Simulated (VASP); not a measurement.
Here is a VASP 6.6.1 calculation.

The input INCAR:

```
  PREC = Accurate
  ENCUT = 520
  EDIFF = 1E-7
  ISMEAR = -1
  SIGMA = 0.02
  LREAL = False
  LASPH = True
  NELM = 100
  ALGO = Normal
  ISIF = 2
  LWAVE = False
  LCHARG = False
  GGA = PE
  IBRION = 2
  NSW = 80
  EDIFFG = -0.02
```

The input KPOINTS:

```
regular mesh
0
Gamma
  8 8 8
```

POSCAR

```
InP
1.0
    0.0000000000      2.9305000000      2.9305000000
    2.9305000000      0.0000000000      2.9305000000
    2.9305000000      2.9305000000      0.0000000000
In P
1 1
Direct
    0.0000000000      0.0000000000      0.0000000000
    0.2500000000      0.2500000000      0.2500000000
```

Potentials or basis: VASP PAW PBE potentials, release 64 (In_d, P).

The run is started by

```bash
$ cat potpaw_PBE.64/In_d/POTCAR potpaw_PBE.64/P/POTCAR > POTCAR
$ mpirun -np 1 vasp_std > vasp.out
```

Task: Estimate the band gap on the k mesh.

Result: 0.71 eV, direct.

Final structure:
```
In P
1.0
     0.00000    2.93050    2.93050
     2.93050    0.00000    2.93050
     2.93050    2.93050    0.00000
In P
1 1
Direct
  0.00000 0.00000 0.00000
  0.25000 0.25000 0.25000
```

Caveat: the relaxation stopped at its first step, so nothing moved; spin-orbit coupling is left out, which moves the levels of the heavy elements. As with any semilocal functional, this PBE gap is likely too small.
